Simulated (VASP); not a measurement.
Here is a VASP 6.6.1 calculation.

INCAR

```
ALGO     = Normal         # electronic algorithm
EDIFF    = 1E-6           # SCF threshold, eV
ENCUT    = 520            # plane-wave cutoff, eV
GGA      = PE             # functional
ISIF     = 2              # what is computed and relaxed
ISMEAR   = 0              # smearing method
LASPH    = True           # aspherical terms in the spheres
LCHARG   = True           # write CHGCAR
LELF     = True           # ELF
LREAL    = False          # projectors in reciprocal space
LVHAR    = True         
LWAVE    = False          # write WAVECAR
NBANDS   = 22             # bands
NELM     = 100            # most SCF steps
PREC     = Accurate       # precision mode
SIGMA    = 0.1            # smearing width, eV
```

The input KPOINTS:

```
k-points
0
Gamma
  8 8 8
```

The input POSCAR:

```
Al7Si
1.0
    0.0000000000      4.0186148666      4.0186148666
    4.0186148666      0.0000000000      4.0186148666
    4.0186148666      4.0186148666      0.0000000000
Al Si
7 1
Direct
    0.0000000000      0.0000000000      0.5000000000
    0.0000000000      0.5000000000      0.0000000000
    0.0000000000      0.5000000000      0.5000000000
    0.5000000000      0.0000000000      0.0000000000
    0.5000000000      0.0000000000      0.5000000000
    0.5000000000      0.5000000000      0.0000000000
    0.5000000000      0.5000000000      0.5000000000
    0.0000000000      0.0000000000      0.0000000000
```

Potentials or basis: VASP PAW PBE potentials, release 64 (Al, Si).

Launch:

```sh
$ cat potpaw_PBE.64/Al/POTCAR potpaw_PBE.64/Si/POTCAR > POTCAR
$ mpirun -np 1 vasp_std > vasp.out
```

(1) What does it give for the pressure?

## Answers

(1) -0.1 GPa.
